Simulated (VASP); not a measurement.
Input of a VASP 6.6.1 run:

The input INCAR:

```
ALGO = Fast
EDIFF = 1E-6
EDIFFG = -0.04
ENCUT = 600
GGA = PE
IBRION = 2
ISIF = 3
ISMEAR = 0
LASPH = True
LCHARG = False
LREAL = False
LWAVE = False
NELM = 60
NSW = 90
PREC = Accurate
SIGMA = 0.1
```

Contents of KPOINTS:

```
k-points
0
Gamma
  6 6 4
```

The input POSCAR:

```
NaW
1.0
    2.6681049000      0.0000000000      0.0000000000
   -1.3340524500      2.3106466200      0.0000000000
    0.0000000000      0.0000000000      6.7170709700
Na W
1 1
Direct
    0.0000000000      0.0000000000      0.5000000000
    0.0000000000      0.0000000000      0.0000000000
```

Potentials or basis: VASP PAW PBE potentials, release 64 (Na_pv, W_sv).

Launch:

```console
$ cat potpaw_PBE.64/Na_pv/POTCAR potpaw_PBE.64/W_sv/POTCAR > POTCAR
$ mpirun -np 1 vasp_std > vasp.out
```

Task: Predict the space group after relaxing (to 0.1 Å).

Result: P6/mmm (No. 191).

Task: Estimate the relaxed volume.

Result: 19.57 Å³/atom.

Final structure:
```cif
data_structure
_symmetry_space_group_name_H-M 'P 1'
_symmetry_Int_Tables_number 1
_cell_length_a 2.7613
_cell_length_b 2.7613
_cell_length_c 5.9281
_cell_angle_alpha 90.000
_cell_angle_beta 90.000
_cell_angle_gamma 120.000
_cell_volume 39.14
loop_
_atom_site_label
_atom_site_type_symbol
_atom_site_fract_x
_atom_site_fract_y
_atom_site_fract_z
_atom_site_occupancy
Na1 Na 0.00000 0.00000 0.50000 1
W1 W 0.00000 0.00000 0.00000 1
```

Caveat: the k points lie up to 0.44 Å⁻¹ apart in the final cell, too coarse for converged energies and pressures of a metal.
